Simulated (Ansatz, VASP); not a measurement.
**One calculation of Be2ZnO3, two programs**

```
CELL_PARAMETERS angstrom
4.92217 0.00000 0.00000
-2.46109 4.26273 0.00000
0.00000 0.00000 2.35592
ATOMIC_POSITIONS crystal
Be 0.33333 0.66667 0.00000
Be 0.66667 0.33333 0.00000
Zn 0.00000 0.00000 0.00000
O 0.50000 0.00000 0.50000
O 0.50000 0.50000 0.50000
O 0.00000 0.50000 0.50000
```

Change from the starting cell: species swapped into the LaB2Rh3 type (P6/mmm, No. 191).

Alike in both runs: functional PBE; k mesh 3 × 3 × 4; occupations gaussian, width 0.15 eV; no spin polarisation.

Ansatz relaxed the structure, and its values are those at the end. VASP's run is a single point on that final structure, the one shown.

```csv
,VASP,Ansatz
version,VASP 6.6.1,Ansatz 0.2.0
potentials or method,"VASP PAW PBE potentials, release 64 (Be, Zn, O), cutoff 600 eV","scalar-relativistic, plane waves, PAW"
valence electrons in the cell,34,34
```

```tsv
	VASP	Ansatz	Ansatz less VASP
gap on the k mesh at the Fermi level (eV)	none	none	-
pressure (GPa)	0.2	0.1	-0.03
```

A gap of «none» marks a metal or a gap that the smearing closes.

The k mesh is coarse, so the values compare programs but aren't converged.
